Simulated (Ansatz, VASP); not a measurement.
**MgO in VASP and in Ansatz**

The input INCAR:

```
ALGO     = Normal         # electronic algorithm
EDIFF    = 1E-7           # SCF threshold, eV
ENCUT    = 520            # plane-wave cutoff, eV
GGA      = PE             # functional
ISIF     = 2              # what is computed and relaxed
ISMEAR   = -1             # smearing method
LASPH    = T              # aspherical terms in the spheres
LCHARG   = F              # write CHGCAR
LREAL    = F              # projectors in reciprocal space
LWAVE    = F              # write WAVECAR
NBANDS   = 11             # bands
NELM     = 100            # most SCF steps
PREC     = Accurate       # precision mode
SIGMA    = 0.02           # smearing width, eV
```

The input KPOINTS:

```
k-points
0
Gamma
  10 10 10
```

POSCAR

```
MgO
1.0
    0.0000000000      2.2820056624      2.1457699243
    2.2820056624      0.0000000000      2.1457699243
    2.2820056624      2.2820056624      0.0000000000
Mg O
1 1
Direct
    0.0000000000      0.0000000000      0.0000000000
    0.2500000000      0.2500000000      0.2500000000
```

Input for Ansatz:

```yaml
crystal:
  lattice:
    - [0.0, 2.2820056624, 2.1457699243]
    - [2.2820056624, 0.0, 2.1457699243]
    - [2.2820056624, 2.2820056624, 0.0]
  atoms:
    - { symbol: Mg, position: [0.0, 0.0, 0.0] }
    - { symbol: O, position: [0.25, 0.25, 0.25] }
kpoints:
  mp_grid: { grid: [10, 10, 10] }
  band_path:
    path:
      - [0.0, 0.0, 0.0]
      - [-0.5, -0.5, 0.0]
      - [-0.375, -0.375, 0.25]
      - [-0.375, 0.0, 0.375]
      - [0.0, 0.0, 0.5]
      - [-0.5, -0.25, 0.25]
    npoints: 1
hamiltonian:
  xc: pbe
scf:
  occupations: { method: fermi_dirac, width: 0.02 }
  n_extra_bands: 4
output:
  forces: true
  stress: true
  eigenvalues: true
```

Change from the starting cell: uniaxial_z strain -6.0%.

Alike in both runs: task single point; functional PBE; k mesh 10 × 10 × 10; occupations fermi-dirac, width 0.02 eV; no spin polarisation.

|  | VASP | Ansatz |
| --- | --- | --- |
| version | VASP 6.6.1 | Ansatz 0.2.0 |
| potentials or method | VASP PAW PBE potentials, release 64 (Mg, O) | plane waves, PAW |
| plane-wave cutoff (eV) | 520 | 420 |
| valence electrons in the cell | 8 | 16 |

VASP gave:

```
gap on the k mesh at the Fermi level (eV)                     : 3.92
pressure (GPa)                                                : 12.3
traceless stress, the component that is largest in VASP (GPa) : 0.65
```

Task: What did Ansatz give for the same quantities?

Result: gap on the k mesh at the Fermi level (eV): 3.93; pressure (GPa): 12.6; traceless stress, the component that is largest in VASP (GPa): 0.63.

VASP's potentials hold 8 valence electrons a cell and Ansatz's 16, so a difference there can come from the potentials and not from the codes.
